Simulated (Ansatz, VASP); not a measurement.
# Two plane-wave programs on Cu2Pt

```
Cu Pt
1.0
     0.00000    3.35461    3.35461
     3.35461    0.00000    3.35461
     3.35461    3.35461    0.00000
Cu Pt
4 2
Direct
  0.62500 0.62500 0.62500
  0.12500 0.62500 0.62500
  0.62500 0.62500 0.12500
  0.62500 0.12500 0.62500
  0.00000 0.00000 0.00000
  0.25000 0.25000 0.25000
```

Alike in both runs: functional r2SCAN; k mesh 4 × 4 × 4; occupations gaussian, width 0.1 eV; no spin polarisation.

Ansatz relaxed the structure, and its values are those at the end. VASP's run is a single point on that final structure, the one shown.

```csv
,VASP,Ansatz
version,VASP 6.6.1,Ansatz 0.2.0
potentials or method,"VASP PAW PBE potentials, release 64 (Cu, Pt), cutoff 520 eV","scalar-relativistic, plane waves, PAW"
valence electrons in the cell,64,112
```

|  | VASP | Ansatz | Ansatz less VASP |
| --- | --- | --- | --- |
| gap on the k mesh at the Fermi level (eV) | none | none | - |
| pressure (GPa) | 0.7 | 0.1 | -0.61 |

VASP's potentials were made for PBE, not for r2SCAN. A gap of «none» marks a metal or a gap that the smearing closes. VASP's potentials hold 64 valence electrons a cell and Ansatz's 112, so a difference there can come from the potentials and not from the codes.

The k mesh is coarse, so the values compare programs but aren't converged. Neither program's run includes spin-orbit coupling.
